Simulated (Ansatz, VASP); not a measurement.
One calculation of FeSi, two programs

```
CELL_PARAMETERS angstrom
4.41820 0.00000 0.00000
0.00000 4.41820 0.00000
0.00000 0.00000 4.41820
ATOMIC_POSITIONS crystal
Fe 0.13690 0.13690 0.13690
Fe 0.36310 0.86310 0.63690
Fe 0.63690 0.36310 0.86310
Fe 0.86310 0.63690 0.36310
Si 0.84113 0.84113 0.84113
Si 0.65887 0.15887 0.34113
Si 0.34113 0.65887 0.15887
Si 0.15887 0.34113 0.65887
```

Alike in both runs: functional PBE; k mesh 8 × 8 × 8; occupations gaussian, width 0.05 eV; no spin polarisation.

Ansatz relaxed the structure, and its values are those at the end. VASP's run is a single point on that final structure, the one shown.

|  | VASP | Ansatz |
| --- | --- | --- |
| version | VASP 6.6.1 | Ansatz 0.2.0 |
| potentials or method | VASP PAW PBE potentials, release 64 (Fe, Si), cutoff 520 eV | scalar-relativistic, plane waves, PAW |
| valence electrons in the cell | 48 | 80 |

|  | VASP | Ansatz | Ansatz less VASP |
| --- | --- | --- | --- |
| gap on the k mesh at the Fermi level (eV) | 0.16 | 0.17 | +0.007 |
| least direct gap on the mesh (eV) | 0.17 | 0.18 | +0.005 |
| pressure (GPa) | 4.8 | 4.6 | -0.21 |
| rms of the force components (eV/Å) | 0.015 | 0.001 | -0.0144 |

The functional is the same, so the differences come from potentials, cutoffs and numerics. VASP's potentials hold 48 valence electrons a cell and Ansatz's 80, so a difference there can come from the potentials and not from the codes. Ansatz's warnings: stress scf threshold loose.
